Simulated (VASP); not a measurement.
# TaN (P-6m2) in VASP: vibrations by perturbation theory with LDA

Aim: the vibrations by perturbation theory of TaN with LDA.

Everything below comes from runs of VASP 6.6.1. Logs are shortened: lines on timing, memory, paths and dates and some standing lists are left out, and cuts for length are marked.

## Step 1: The cell of the first run

The structure is hexagonal, space group P-6m2 (No. 187). Conventional cell: a = 2.867 Å, b = 2.867 Å, c = 2.819 Å, α = 90.00°, β = 90.00°, γ = 120.00°. Within 2.9 Å of Ta (site symmetry -6m2) lie 6 N at 2.17 Å and 8 Ta at 2.82 to 2.87 Å. N (site symmetry -6m2) has 6 Ta at 2.17 Å and 8 N at 2.82 to 2.87 Å within 2.9 Å.

## Step 2: Vibrations by perturbation theory, LDA

Input file INCAR:

```
ALGO = Normal ; EDIFF = 1E-8
ENCUT = 600 ; GGA = CA
GGA_COMPAT = F ; IBRION = 8
ISIF = 2 ; ISMEAR = -1
LASPH = T ; LCHARG = F
LREAL = F ; LWAVE = F
NBANDS = 15 ; NELM = 120
NSW = 1 ; PREC = Accurate
SIGMA = 0.15
```

Input file KPOINTS:

```
k-points
0
Gamma
  18 18 14
```

Input file POSCAR:

```
TaN
1.0
    2.8670690000      0.0000000000      0.0000000000
   -1.4335345000      2.4829545884      0.0000000000
    0.0000000000      0.0000000000      2.8191600824
Ta N
1 1
Direct
    0.3333333333      0.6666666667      0.5000000000
    0.0000000000      0.0000000000      0.0000000000
```

Potentials or basis: VASP PAW LDA potentials, release 64 (Ta_pv, N).

Launch:

```
cat potpaw_LDA.64/Ta_pv/POTCAR potpaw_LDA.64/N/POTCAR > POTCAR
mpirun -np 1 vasp_std > vasp.out
```

OUTCAR:

```text
EDIFF = 1E-8
   ENCUT = 600
   GGA = CA
   IBRION = 8
   ISIF = 2
   ISMEAR = -1
   LASPH = T
   LREAL = F
   NELM = 120
   NSW = 1
   PREC = Accurate

 ion  position               nearest neighbor table
   1  0.333  0.667  0.500-   2 2.17   2 2.17   2 2.17   2 2.17   2 2.17   2 2.17
   2  0.000  0.000  0.000-   1 2.17   1 2.17   1 2.17   1 2.17   1 2.17   1 2.17

  LATTYP: Found a hexagonal cell.
 ALAT       =     2.8670690000
 C/A-ratio  =     0.9832899321

  Lattice vectors:

 A1 = (   2.8670690000,   0.0000000000,   0.0000000000)
 A2 = (  -1.4335345000,   2.4829545884,   0.0000000000)
 A3 = (   0.0000000000,   0.0000000000,   2.8191600824)

Analysis of symmetry for initial positions (statically):
=====================================================================
 Subroutine PRICEL returns:
 Original cell was already a primitive cell.

 Routine SETGRP: Setting up the symmetry group for a
 hexagonal supercell.

 Subroutine GETGRP returns: Found 12 space group operations
 (whereof 12 operations were pure point group operations)
 out of a pool of 24 trial point group operations.

The static configuration has the point symmetry D_3h.

Analysis of symmetry for dynamics (positions and initial velocities):
=====================================================================
 Subroutine PRICEL returns:
 Original cell was already a primitive cell.

 Routine SETGRP: Setting up the symmetry group for a
 hexagonal supercell.

 Subroutine GETGRP returns: Found 12 space group operations
 (whereof 12 operations were pure point group operations)
 out of a pool of 24 trial point group operations.

The dynamic configuration has the point symmetry D_3h.

 Subroutine INISYM returns: Found 12 space group operations
 (whereof 12 operations are pure point group operations),
 and found     1 'primitive' translations

----------------------------------------------------------------------------------------

                                     Primitive cell

  volume of cell :      20.0690

  direct lattice vectors                    reciprocal lattice vectors
     2.867069000  0.000000000  0.000000000     0.348788257  0.201372994  0.000000000
    -1.433534500  2.482954588  0.000000000     0.000000000  0.402745988  0.000000000
     0.000000000  0.000000000  2.819160082     0.000000000  0.000000000  0.354715579

  length of vectors
     2.867069000  2.867069000  2.819160082     0.402745988  0.402745988  0.354715579

  position of ions in fractional coordinates (direct lattice)
     0.333333333  0.666666667  0.500000000
     0.000000000  0.000000000  0.000000000

  ion indices of the primitive-cell ions
   primitive index   ion index
                 1           1
                 2           2

----------------------------------------------------------------------------------------

 KPOINTS: k-points

Automatic generation of k-mesh.
 Grid dimensions read from file:
 generate k-points for:   18   18   14

 Generating k-lattice:

  Cartesian coordinates                     Fractional coordinates (reciprocal lattice)
     0.019377125  0.011187389  0.000000000     0.055555556 -0.000000000  0.000000000
     0.000000000  0.022374777  0.000000000     0.000000000  0.055555556  0.000000000
     0.000000000  0.000000000  0.025336827     0.000000000  0.000000000  0.071428571

  Length of vectors
     0.022374777  0.022374777  0.025336827

  Shift w.r.t. Gamma in fractional coordinates (k-lattice)
     0.000000000  0.000000000  0.000000000

 Subroutine IBZKPT returns following result:
[... 86 lines left out ...]

--------------------------------------- Ionic step        1  -------------------------------------------

 number of electron      15.9999999 magnetization

 Free energy of the ion-electron system (eV)
  ---------------------------------------------------
  ext. energy  EPLUGINS =         0.00000000
  ---------------------------------------------------
  free energy    TOTEN  =       -24.67208630 eV

  energy without entropy =      -24.66115557  energy(sigma->0) =      -24.66662093

 E-fermi :   8.9407     XC(G=0): -13.9694

 val. band max:        8.8955592059   @ k =   0.0556   0.0000   0.4286
 cond. band min:       8.9720404159   @ k =   0.0000   0.0000   0.3571
 fundamental gap:      0.0764812100
 Fermi energy:         8.9407392883

 k-point     1 :       0.0000    0.0000    0.0000
  band No.  band energies     occupation
      1     -25.5489      2.00000
      2     -25.2308      2.00000
      3     -25.2308      2.00000
      4      -9.1936      2.00000
      5       4.0365      2.00000
      6       4.0365      2.00000
      7       4.3371      2.00000
      8       5.9253      2.00000
      9      11.8185      0.00000
     10      12.7956      0.00000
     11      12.7956      0.00000
     12      13.2389      0.00000
     13      13.2389      0.00000
     14      21.5388      0.00000
[... 401 lines left out ...]
      2     -25.6297      2.00000
      3     -25.3535      2.00000
      4      -6.5335      2.00000
      5       0.4585      2.00000
      6       3.3890      2.00000
      7       4.4401      2.00000
      8       6.4554      2.00000
      9      11.3236      0.00000
     10      12.2689      0.00000
     11      13.9646      0.00000
     12      15.4385      0.00000
     13      18.3895      0.00000
     14      21.5189      0.00000
     15      22.0951      0.00000

 [... further k-points ...]

------------------------ aborting loop because EDIFF is reached ----------------------------------------

  FORCE on cell =-STRESS in cart. coord.  units (eV):
  Direction    XX          YY          ZZ          XY          YZ          ZX
  --------------------------------------------------------------------------------------
  -------------------------------------------------------------------------------------
  Total        2.2814616      2.2814616      2.3130482      0.0000000     -0.0000000      0.0000000
  in kB      182.1365439    182.1365439    184.6582005      0.0000000     -0.0000000      0.0000000
  external PRESSURE =     182.9770961 kB  Pullay stress =       0.0000000 kB

 VOLUME and BASIS-vectors are now :
 -----------------------------------------------------------------------------
  energy-cutoff  :      600.00
  volume of cell :       20.07
      direct lattice vectors                 reciprocal lattice vectors
     2.867069000  0.000000000  0.000000000     0.348788257  0.201372994  0.000000000
    -1.433534500  2.482954588  0.000000000     0.000000000  0.402745988  0.000000000
     0.000000000  0.000000000  2.819160082     0.000000000  0.000000000  0.354715579

 POSITION                                       TOTAL-FORCE (eV/Angst)
 -----------------------------------------------------------------------------------
     -0.00000      1.65530      1.40958        -0.000000      0.000000      0.000000
      0.00000      0.00000      0.00000         0.000000      0.000000      0.000000
 -----------------------------------------------------------------------------------
    total drift:                                0.000000     -0.000000     -0.000000

  FREE ENERGIE OF THE ION-ELECTRON SYSTEM (eV)
  ---------------------------------------------------
  free  energy   TOTEN  =       -24.6720862959 eV

  energy  without entropy=      -24.6611555694  energy(sigma->0) =      -24.66662093

[... ionic steps 2 to 3 ...]

--------------------------------------- Ionic step        4  -------------------------------------------

------------------------ aborting loop because EDIFF is reached ----------------------------------------
[... 11 lines left out ...]
[... ionic steps 8 to 8 ...]

--------------------------------------- Ionic step        9  -------------------------------------------

 Free energy of the ion-electron system (eV)
  ---------------------------------------------------
  ---------------------------------------------------
  free energy    TOTEN  =        -0.23225317 eV

  energy without entropy =       -0.23225316

------------------------ aborting loop because EDIFF is reached ----------------------------------------

 INTERNAL STRAIN TENSOR  FOR ION    2  DIRECTION 3   (eV/Angst):
 -----------------------------------------------------------------------------
     0.00335  0.00000  0.00000
     0.00000  0.00335  0.00000
     0.00000 -0.00000  0.01007

 INTERNAL STRAIN TENSOR FOR ION    2 for displacements in x,y,z  (eV/Angst):
          X           Y           Z          XY          YZ          ZX
  --------------------------------------------------------------------------------
  x    -0.00000     0.00000     0.00000    -4.40535     0.00000     0.00000
  y    -4.40535     4.40535     0.00000     0.00000     0.00000     0.00000
  z     0.00000     0.00000     0.00000     0.00000     0.00000     0.00000

 SECOND DERIVATIVES (NOT SYMMETRIZED)
 ------------------------------------
               1X          1Y          1Z          2X          2Y          2Z
  1X   -16.160125    0.000000    0.000000   16.160125    0.000000    0.000000
  1Y     0.000000  -16.160125    0.000000    0.000000   16.160125    0.000000
  1Z     0.000000    0.000000  -18.537622    0.000000    0.000000   18.537622
  2X    16.160258    0.000000    0.000000  -16.160258    0.000000    0.000000
  2Y     0.000000   16.160258    0.000000    0.000000  -16.160258    0.000000
  2Z    -0.000000    0.000000   18.528180    0.000000    0.000000  -18.528180

 Eigenvectors and eigenvalues of the dynamical matrix
 ----------------------------------------------------

   1 f  =   18.667198 THz   117.289466 2PiTHz  622.670711 cm-1    77.201294 meV
             X         Y         Z           dx          dy          dz
     -0.000000  1.655303  1.409580     0.000000    0.000000   -0.268054
      0.000000  0.000000  0.000000    -0.000000    0.000000    0.963404
[... 21 lines left out ...]
   6 f/i=    0.001228 THz     0.007716 2PiTHz    0.040962 cm-1     0.005079 meV
             X         Y         Z           dx          dy          dz
     -0.000000  1.655303  1.409580    -0.000000    0.000000    0.963404
      0.000000  0.000000  0.000000    -0.000000    0.000000    0.268054

--------------------------------------------------------------------------------------------------------

 ELASTIC MODULI CONTR FROM IONIC RELAXATION (kBar)
 Direction    XX          YY          ZZ          XY          YZ          ZX
 --------------------------------------------------------------------------------
 XX         -71.2163     71.2163      0.0000      0.0000      0.0000      0.0000
 YY          71.2163    -71.2163      0.0000     -0.0000      0.0000      0.0000
 ZZ           0.0000      0.0000      0.0000      0.0000      0.0000      0.0000
 XY           0.0000     -0.0000      0.0000    -71.2163      0.0000      0.0000
 YZ           0.0000      0.0000      0.0000      0.0000      0.0000      0.0000
 ZX           0.0000      0.0000      0.0000      0.0000      0.0000      0.0000
 --------------------------------------------------------------------------------
```

Run time: 20 min. Hardware: 1 thread of Oxide Virtual Turin-like, shared host; peak memory 0.97 GiB.

Results:

| Item | Value |
| --- | --- |
| Highest phonon frequency at Γ | 623 cm⁻¹ |

Phonon frequencies in cm⁻¹ (negative: imaginary):
| q point | frequencies |
| --- | --- |
| (0.000, 0.000, 0.000) | 0 0 0 582 582 623 |

Caveat: the cell stands under pressure or tension, which shifts response properties; spin-orbit coupling is left out, which moves the levels of the heavy elements.
